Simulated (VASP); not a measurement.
# ZnAu (Pm-3m) in VASP: further runs

Runs on ZnAu. Level: PBE. Tasks: single point.

Everything below comes from runs of VASP 6.6.1. Logs are shortened: lines on timing, memory, paths and dates and some standing lists are left out, and cuts for length are marked.

## 1. The cell of the first run

The structure is cubic, space group Pm-3m (No. 221). The conventional cell has a = 3.103 Å, b = 3.103 Å, c = 3.103 Å, α = 90.00°, β = 90.00°, γ = 90.00°. Zn (site symmetry m-3m) has 8 Au at 2.69 Å and 6 Zn at 3.10 Å within 3.5 Å. Au (site symmetry m-3m) has 8 Zn at 2.69 Å and 6 Au at 3.10 Å within 3.5 Å.

## 2. Single point, PBE (strained)

Contents of INCAR:

```
SYSTEM = ZnAu
  PREC = Accurate
  ENCUT = 520
  EDIFF = 1E-6
  ISMEAR = 0
  SIGMA = 0.1
  LREAL = .FALSE.
  LASPH = .TRUE.
  NELM = 80
  ALGO = Normal
  ISIF = 2
  LWAVE = .FALSE.
  LCHARG = .TRUE.
  GGA = PE
  LELF = .TRUE.
  LVHAR = .TRUE.
  NBANDS = 18
```

Contents of KPOINTS:

```
Automatic mesh
0
G
  14 14 14
  0 0 0
```

Contents of POSCAR:

```
ZnAu
1.0
    3.1032881700      0.0000000000      0.0000000000
    0.0000000000      3.1032881700      0.0000000000
    0.0000000000      0.0000000000      3.1032881700
Zn Au
1 1
Direct
    0.5000000000      0.5000000000      0.5000000000
    0.0000000000      0.0000000000      0.0000000000
```

Potentials or basis: VASP PAW PBE potentials, release 64 (Zn, Au).

Started as:

```sh
$ cat potpaw_PBE.64/Zn/POTCAR potpaw_PBE.64/Au/POTCAR > POTCAR
$ mpirun -np 1 vasp_std > vasp.out
```

OUTCAR:

```text
SYSTEM = ZnAu
   PREC = Accurate
   ENCUT = 520
   EDIFF = 1E-6
   ISMEAR = 0
   LREAL = .FALSE.
   LASPH = .TRUE.
   NELM = 80
   ISIF = 2
   GGA = PE

 ion  position               nearest neighbor table
   1  0.500  0.500  0.500-   2 2.69   2 2.69   2 2.69   2 2.69   2 2.69   2 2.69   2 2.69   2 2.69

   2  0.000  0.000  0.000-   1 2.69   1 2.69   1 2.69   1 2.69   1 2.69   1 2.69   1 2.69   1 2.69

  LATTYP: Found a simple cubic cell.
 ALAT       =     3.1032881700

  Lattice vectors:

 A1 = (   3.1032881700,   0.0000000000,   0.0000000000)
 A2 = (   0.0000000000,   3.1032881700,   0.0000000000)
 A3 = (   0.0000000000,   0.0000000000,   3.1032881700)

Analysis of symmetry for initial positions (statically):
=====================================================================
 Subroutine PRICEL returns:
 Original cell was already a primitive cell.

 Routine SETGRP: Setting up the symmetry group for a
 simple cubic supercell.

 Subroutine GETGRP returns: Found 48 space group operations
 (whereof 48 operations were pure point group operations)
 out of a pool of 48 trial point group operations.

The static configuration has the point symmetry O_h .

Analysis of symmetry for dynamics (positions and initial velocities):
=====================================================================
 Subroutine PRICEL returns:
 Original cell was already a primitive cell.

 Routine SETGRP: Setting up the symmetry group for a
 simple cubic supercell.

 Subroutine GETGRP returns: Found 48 space group operations
 (whereof 48 operations were pure point group operations)
 out of a pool of 48 trial point group operations.

The dynamic configuration has the point symmetry O_h .

 Subroutine INISYM returns: Found 48 space group operations
 (whereof 48 operations are pure point group operations),
 and found     1 'primitive' translations

----------------------------------------------------------------------------------------

                                     Primitive cell

  volume of cell :      29.8859

  direct lattice vectors                    reciprocal lattice vectors
     3.103288170  0.000000000  0.000000000     0.322238846  0.000000000  0.000000000
     0.000000000  3.103288170  0.000000000     0.000000000  0.322238846  0.000000000
     0.000000000  0.000000000  3.103288170     0.000000000  0.000000000  0.322238846

  length of vectors
     3.103288170  3.103288170  3.103288170     0.322238846  0.322238846  0.322238846

  position of ions in fractional coordinates (direct lattice)
     0.500000000  0.500000000  0.500000000
     0.000000000  0.000000000  0.000000000

  ion indices of the primitive-cell ions
   primitive index   ion index
                 1           1
                 2           2

----------------------------------------------------------------------------------------

 KPOINTS: Automatic mesh

Automatic generation of k-mesh.
 Grid dimensions read from file:
 generate k-points for:   14   14   14

 Generating k-lattice:

  Cartesian coordinates                     Fractional coordinates (reciprocal lattice)
     0.023017060  0.000000000  0.000000000     0.071428571  0.000000000  0.000000000
     0.000000000  0.023017060  0.000000000     0.000000000  0.071428571  0.000000000
     0.000000000  0.000000000  0.023017060     0.000000000  0.000000000  0.071428571

  Length of vectors
     0.023017060  0.023017060  0.023017060

  Shift w.r.t. Gamma in fractional coordinates (k-lattice)
     0.000000000  0.000000000  0.000000000

 Subroutine IBZKPT returns following result:
 ===========================================

 Found    120 irreducible k-points:

 Following reciprocal coordinates:
            Coordinates               Weight
  0.000000  0.000000  0.000000      1.000000
  0.071429  0.000000  0.000000      6.000000
  0.142857  0.000000  0.000000      6.000000
  0.214286  0.000000  0.000000      6.000000
  0.285714  0.000000  0.000000      6.000000
  0.357143  0.000000  0.000000      6.000000
[... 16 lines left out ...]
  0.285714  0.214286  0.000000     24.000000
  0.357143  0.214286  0.000000     24.000000
 [... further k-points ...]
   k-points           NKPTS =    120   k-points in BZ     NKDIM =    120   number of bands    NBANDS=     18
   number of dos      NEDOS =    301   number of ions     NIONS =      2
   total plane-waves  NPLWV =  13824
   dimension x,y,z NGX =    24 NGY =   24 NGZ =   24
   dimension x,y,z NGXF=    48 NGYF=   48 NGZF=   48
   ions per type =               1   1
   NGX,Y,Z   is equivalent  to a cutoff of  12.86, 12.86, 12.86 a.u.
   NGXF,Y,Z  is equivalent  to a cutoff of  25.71, 25.71, 25.71 a.u.
 SYSTEM =  ZnAu
   PREC   = accura    normal or accurate (medium, high low for compatibility)
   ISTART =      0    job   : 0-new  1-cont  2-samecut
   ICHARG =      2    charge: 1-file 2-atom 10-const
   ISPIN  =      1    spin polarized calculation?
   LNONCOLLINEAR =      F non collinear calculations
   LSORBIT =      F    spin-orbit coupling
   LASPH  =      T    aspherical Exc in radial PAW
   ENCUT  =  520.0 eV  38.22 Ry    6.18 a.u.   5.77  5.77  5.77*2*pi/ulx,y,z
   NELM   =     80;   NELMIN=  2; NELMDL= -5     # of ELM steps
   EDIFF  = 0.1E-05   stopping-criterion for ELM
   LREAL  =      F    real-space projection
   EDIFFG = 0.1E-04   stopping-criterion for IOM
   NSW    =      0    number of steps for IOM
   IBRION =     -1    ionic relax: 0-MD 1-quasi-New 2-CG
   NFREE  =      0    steps in history (QN), initial steepest desc. (CG)
   ISIF   =      2    stress and relaxation
   ISYM   =      2    0-nonsym 1-usesym 2-fastsym
   POTIM  = 0.5000    time-step for ionic-motion
   TEBEG  =    0.0;   TEEND  =   0.0 temperature during run
   PSTRESS=    0.0 pullay stress
   NELECT =      23.0000    total number of electrons
   NUPDOWN=      -1.0000    fix difference up-down
   EMIN   =  10.00;   EMAX   =-10.00  energy-range for DOS
   EFERMI =   0.00;   METHOD = LEGACY
   ISMEAR =     0;   SIGMA  =   0.10  broadening in eV -4-tet -1-fermi 0-gaus
   EFERMI_NEDOS =   21; number of points for ismear=-14 and -15
   IALGO  =     38    algorithm
   IMIX   =      4    mixing-type and parameters
     AMIX     =   0.40;   BMIX     =  1.00
     AMIX_MAG =   1.60;   BMIX_MAG =  1.00
  volume/ion in A,a.u.               =      14.94       100.84
  Fermi-wavevector in a.u.,A,eV,Ry     =   1.500244  2.835051 30.623084  2.250733
  Thomas-Fermi vector in A             =   2.611770
   LORBIT       =      0    0 simple, 1 ext, 2 COOP (PROOUT), +10 PAW based schemes
   GGA     = PE    functional components
   LHFCALC =     F    Hartree Fock is set to
   AEXX    =    0.0000 exact exchange contribution
   IVDW    =     0    specifies the selected vdW correction
   LEPSILON=     F    determine dielectric tensor
   LRPA    =     F    only Hartree local field effects (RPA)
 non-spin polarized calculation
 Gauss-broadening in eV      SIGMA  =   0.10
  energy-cutoff  :      520.00
  volume of cell :       29.89
 maximum number of plane-waves:       840
 NGX is ok and might be reduce to    24
   NGX = 11   NGY = 11   NGZ = 11

 number of electron      22.9999960 magnetization

 Free energy of the ion-electron system (eV)
  ---------------------------------------------------
  ext. energy  EPLUGINS =         0.00000000
  ---------------------------------------------------
  free energy    TOTEN  =        -4.66247361 eV

  energy without entropy =       -4.65875714  energy(sigma->0) =       -4.66061538

 E-fermi :   7.6435     XC(G=0): -12.6201

 val. band max:        7.6197283500   @ k =   0.5000   0.5000   0.2143
 cond. band min:       7.6446045073   @ k =   0.4286   0.4286   0.3571
 fundamental gap:      0.0248761573
 Fermi energy:         7.6435296264

 k-point     1 :       0.0000    0.0000    0.0000
  band No.  band energies     occupation
      1      -3.3927      2.00000
      2      -0.7227      2.00000
      3      -0.7227      2.00000
      4       0.0749      2.00000
      5       0.0749      2.00000
      6       0.0749      2.00000
[... 10 lines left out ...]
     17      20.0644      0.00000
     18      26.0912      0.00000

 k-point     2 :       0.0714    0.0000    0.0000
  band No.  band energies     occupation
      1      -3.2987      2.00000
      2      -0.6997      2.00000
      3      -0.6920      2.00000
      4       0.0739      2.00000
      5       0.0739      2.00000
      6       0.0836      2.00000
[... 10 lines left out ...]
     17      20.4871      0.00000
     18      26.0365      0.00000

 k-point     3 :       0.1429    0.0000    0.0000
  band No.  band energies     occupation
      1      -3.0209      2.00000
      2      -0.6334      2.00000
      3      -0.6067      2.00000
      4       0.0719      2.00000
      5       0.0719      2.00000
      6       0.1081      2.00000
[... 10 lines left out ...]
     17      21.8459      0.00000
     18      25.9189      0.00000

 k-point     4 :       0.2143    0.0000    0.0000
  band No.  band energies     occupation
      1      -2.5732      2.00000
      2      -0.5317      2.00000
      3      -0.4855      2.00000
      4       0.0703      2.00000
      5       0.0703      2.00000
      6       0.1443      2.00000
[... 10 lines left out ...]
     17      23.7956      0.00000
     18      25.1282      0.00000

 k-point     5 :       0.2857    0.0000    0.0000
  band No.  band energies     occupation
      1      -1.9830      2.00000
      2      -0.4088      2.00000
      3      -0.3548      2.00000
      4       0.0710      2.00000
      5       0.0710      2.00000
      6       0.1853      2.00000
[... 10 lines left out ...]
     17      23.6541      0.00000
     18      23.7382      0.00000

 k-point     6 :       0.3571    0.0000    0.0000
  band No.  band energies     occupation
      1      -1.3039      2.00000
      2      -0.2860      2.00000
      3      -0.2432      2.00000
      4       0.0740      2.00000
      5       0.0740      2.00000
      6       0.2233      2.00000
[... 10 lines left out ...]
     17      22.1663      0.00000
     18      22.1868      0.00000

 k-point     7 :       0.4286    0.0000    0.0000
  band No.  band energies     occupation
      1      -0.6537      2.00000
      2      -0.1919      2.00000
      3      -0.1817      2.00000
      4       0.0777      2.00000
      5       0.0777      2.00000
      6       0.2500      2.00000
[... 10 lines left out ...]
     17      20.6332      0.00000
     18      20.6332      0.00000

 k-point     8 :       0.5000    0.0000    0.0000
  band No.  band energies     occupation
      1      -0.2909      2.00000
      2      -0.2196      2.00000
      3      -0.1561      2.00000
      4       0.0794      2.00000
      5       0.0794      2.00000
      6       0.2597      2.00000
[... 10 lines left out ...]
     17      19.2191      0.00000
     18      19.3699      0.00000
[... 229 lines left out ...]
     17      21.8176      0.00000
     18      22.2701      0.00000

 k-point    20 :       0.4286    0.1429    0.0000
  band No.  band energies     occupation
      1      -0.6650      2.00000
      2      -0.3095      2.00000
      3      -0.0931      2.00000
      4      -0.0058      2.00000
      5       0.1417      2.00000
      6       0.4341      2.00000
[... 10 lines left out ...]
     17      20.7969      0.00000
     18      22.1148      0.00000

 k-point    21 :       0.5000    0.1429    0.0000
  band No.  band energies     occupation
      1      -0.4555      2.00000
      2      -0.3533      2.00000
      3      -0.0773      2.00000
      4       0.0058      2.00000
      5       0.1252      2.00000
      6       0.6278      2.00000
[... 10 lines left out ...]
     17      19.6424      0.00000
     18      22.4738      0.00000

 k-point    22 :       0.2143    0.2143    0.0000
  band No.  band energies     occupation
      1      -1.8660      2.00000
      2      -0.4371      2.00000
      3      -0.2595      2.00000
      4      -0.0643      2.00000
      5       0.1064      2.00000
      6       0.1840      2.00000
[... 10 lines left out ...]
     17      23.5207      0.00000
     18      23.9853      0.00000

 k-point    23 :       0.2857    0.2143    0.0000
  band No.  band energies     occupation
      1      -1.4199      2.00000
      2      -0.4049      2.00000
      3      -0.1280      2.00000
      4      -0.0958      2.00000
      5       0.1519      2.00000
      6       0.2000      2.00000
[... 10 lines left out ...]
     17      23.1456      0.00000
     18      23.6802      0.00000

 k-point    24 :       0.3571    0.2143    0.0000
  band No.  band energies     occupation
      1      -1.0079      2.00000
      2      -0.3989      2.00000
      3      -0.1048      2.00000
      4      -0.0239      2.00000
      5       0.0976      2.00000
      6       0.4256      2.00000
[... 10 lines left out ...]
     17      22.3449      0.00000
     18      22.6686      0.00000

 [... further k-points ...]
[... 5 lines left out ...]
  --------------------------------------------------------------------------------------
  -------------------------------------------------------------------------------------
  Total        2.1756209      2.1756209      2.1756209      0.0000000      0.0000000     -0.0000000
  in kB      116.6346219    116.6346219    116.6346219      0.0000000      0.0000000     -0.0000000
  external PRESSURE =     116.6346219 kB  Pullay stress =       0.0000000 kB

 VOLUME and BASIS-vectors are now :
 -----------------------------------------------------------------------------
  energy-cutoff  :      520.00
  volume of cell :       29.89
      direct lattice vectors                 reciprocal lattice vectors
     3.103288170  0.000000000  0.000000000     0.322238846  0.000000000  0.000000000
     0.000000000  3.103288170  0.000000000     0.000000000  0.322238846  0.000000000
     0.000000000  0.000000000  3.103288170     0.000000000  0.000000000  0.322238846

 POSITION                                       TOTAL-FORCE (eV/Angst)
 -----------------------------------------------------------------------------------
      1.55164      1.55164      1.55164         0.000000      0.000000      0.000000
      0.00000      0.00000      0.00000         0.000000      0.000000      0.000000
 -----------------------------------------------------------------------------------
    total drift:                                0.000000      0.000000     -0.000000

  FREE ENERGIE OF THE ION-ELECTRON SYSTEM (eV)
  ---------------------------------------------------
  free  energy   TOTEN  =        -4.6624736113 eV

  energy  without entropy=       -4.6587571428  energy(sigma->0) =       -4.66061538
```

Run time: 18 s. Hardware: 1 thread of Intel Xeon Platinum 8488C (Sapphire Rapids), shared host; peak memory 0.19 GiB.

What came out:

| Quantity | Value |
| --- | --- |
| Free energy | -4.6625 eV |
| Pressure | 11.7 GPa |

Levels at points of the mesh, in eV from the Fermi level:
| k point | band 8 | band 9 | band 10 | band 11 | band 12 | band 13 | band 14 | band 15 | band 16 | band 17 |
| --- | --- | --- | --- | --- | --- | --- | --- | --- | --- | --- |
| (0.00, 0.00, 0.00) | -5.61 | -3.84 | -3.84 | -3.84 | 5.04 | 5.04 | 5.04 | 9.38 | 12.42 | 12.42 |
| (0.50, 0.00, 0.00) | -5.60 | -5.13 | -5.13 | -4.02 | -2.41 | 10.48 | 11.39 | 11.39 | 11.58 | 11.58 |
| (0.50, 0.50, 0.00) | -4.19 | -4.19 | -3.23 | -2.17 | -2.17 | 0.98 | 2.74 | 10.62 | 12.82 | 12.82 |
| (0.50, 0.50, 0.50) | -6.75 | -3.18 | -3.18 | 1.51 | 3.79 | 3.79 | 3.79 | 3.85 | 6.10 | 6.10 |

Caveat: the cell differs from its parent crystal (strained); spin-orbit coupling is left out, which moves the levels of the heavy elements.

(Part 1 of 2 ends here.)
